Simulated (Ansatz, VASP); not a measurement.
One calculation of Hf, two programs

```xyz
3
Lattice="4.9290 0.0000 0.0000 -2.4645 4.2687 0.0000 0.0000 0.0000 3.0655" Properties=species:S:1:pos:R:3 pbc="T T T"
Hf    0.0000    0.0000    0.0000
Hf    0.0000    2.8458    1.5328
Hf    2.4645    1.4229    1.5328
```

Alike in both runs: task single point; functional LDA; k mesh 6 × 6 × 9; occupations fermi-dirac, width 0.05 eV; no spin polarisation.

|  | VASP | Ansatz |
| --- | --- | --- |
| version | VASP 6.6.1 | Ansatz 0.2.0 |
| potentials or method | VASP PAW LDA potentials, release 64 (Hf_pv) | Ansatz PAW |
| plane-wave cutoff (eV) | 520 | 420 |
| valence electrons in the cell | 30 | 78 |

VASP gave:

```
gap on the k mesh at the Fermi level (eV)                     : none
pressure (GPa)                                                : -4.6
traceless stress, the component that is largest in VASP (GPa) : 0.79
```

Task: Which values does Ansatz return?

Result: gap on the k mesh at the Fermi level (eV): none; pressure (GPa): -4.6; traceless stress, the component that is largest in VASP (GPa): 0.67.

LDA's correlation is that of Perdew and Zunger in VASP and of Perdew and Wang (1992) in Ansatz. A gap of «none» marks a metal or a gap that the smearing closes. VASP's potentials hold 30 valence electrons a cell and Ansatz's 78, so a difference there can come from the potentials and not from the codes.

Neither program's run includes spin-orbit coupling.
